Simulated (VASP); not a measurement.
TaN:

```
CELL_PARAMETERS angstrom
3.04800 0.00000 0.00000
-1.52400 2.63965 0.00000
0.00000 0.00000 4.91800
ATOMIC_POSITIONS crystal
Ta 0.00000 0.00000 0.00000
Ta 0.00000 0.00000 0.50000
N 0.33333 0.66667 0.25000
N 0.66667 0.33333 0.75000
```

Base run:

- Program: VASP 6.6.1
- Functional: PBEsol
- Potentials or basis: VASP PAW PBE potentials, release 64 (Ta_pv, N)
- Cutoff: 520 eV
- k mesh: 18 × 18 × 10
- Occupations: fermi-dirac, width 0.05 eV
- Spin: collinear spin, ferromagnetic start
- Starting moments: [2.0, 2.0, 0.0, 0.0] μB

Its results: band gap on the k mesh zero (filled and empty bands overlap); pressure 50.1 GPa; net moment 0.00 μB per cell.

Q: The run is repeated on the same cell with these changes: functional from PBEsol to PBE. What comes out?

A: Band gap on the k mesh zero (filled and empty bands overlap); pressure 61.0 GPa; net moment 0.00 μB per cell.

PBE binds less tightly than PBEsol, so the same cell stands under more pressure.

Caveats: spin-orbit coupling is left out, which moves the levels of the heavy elements; the PAW data sets were made with another functional, which shifts forces and pressure a little (some runs).
